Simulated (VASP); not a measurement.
Set up this calculation in VASP 6.6.1, as the native input.

- Task: single point
- Functional: PBE
- Potentials or basis: VASP PAW PBE potentials, release 64 (Ga_d, Ge_d, O)
- Cutoff: 520 eV
- k mesh: 12 × 12 × 6
- Occupations: gaussian, width 0.1 eV
- Spin: no spin polarisation
- Dipole correction: no
- Further INCAR settings: ALGO = Normal; EDIFF = 1e-06; NBANDS = 34

The structure of Ga2GeO2 lies in POSCAR:

```
Ga2GeO2
1.0
    3.8281213058      0.0000000000      0.0000000000
   -1.9140606529      3.3152502996      0.0000000000
    0.0000000000      0.0000000000      6.6361074254
Ga Ge O
2 1 2
Direct
    0.3333333333      0.6666666667      0.7272041532
    0.3333333333      0.6666666667      0.2727958468
    0.6666666667      0.3333333333      0.5000000000
    0.0000000000      0.0000000000      0.0000000000
    0.3333333333      0.6666666667      0.0000000000
```

The cell was built from a structure type or drawn by symmetry, and may not be a known phase.

These files were run (other wordings do the same):

INCAR

```
PREC = Accurate
ENCUT = 520
EDIFF = 1E-6
ISMEAR = 0
SIGMA = 0.1
LREAL = F
LASPH = T
NELM = 100
ALGO = Normal
ISIF = 2
LWAVE = F
LCHARG = F
GGA = PE
NBANDS = 34
```

KPOINTS

```
Automatic mesh
0
Gamma
  12 12 6
```

Potentials or basis: VASP PAW PBE potentials, release 64 (Ga_d, Ge_d, O).

The run is started by

```sh
$ cat potpaw_PBE.64/Ga_d/POTCAR potpaw_PBE.64/Ge_d/POTCAR potpaw_PBE.64/O/POTCAR > POTCAR
$ mpirun -np 1 vasp_std > vasp.out
```

It gave:

```json
{
 "Pressure": "0.0 GPa",
 "Largest force": "0.034 eV/Å",
 "Band gap on the k mesh": "zero (bands 26 and 27 overlap by 2.32 eV)"
}
```

Wall time 2.8 min on 1 thread of Intel(R) Xeon(R) Platinum 8259CL CPU @ 2.50GHz (Skylake/Cascade Lake) (shared host), peak memory 0.32 GiB.
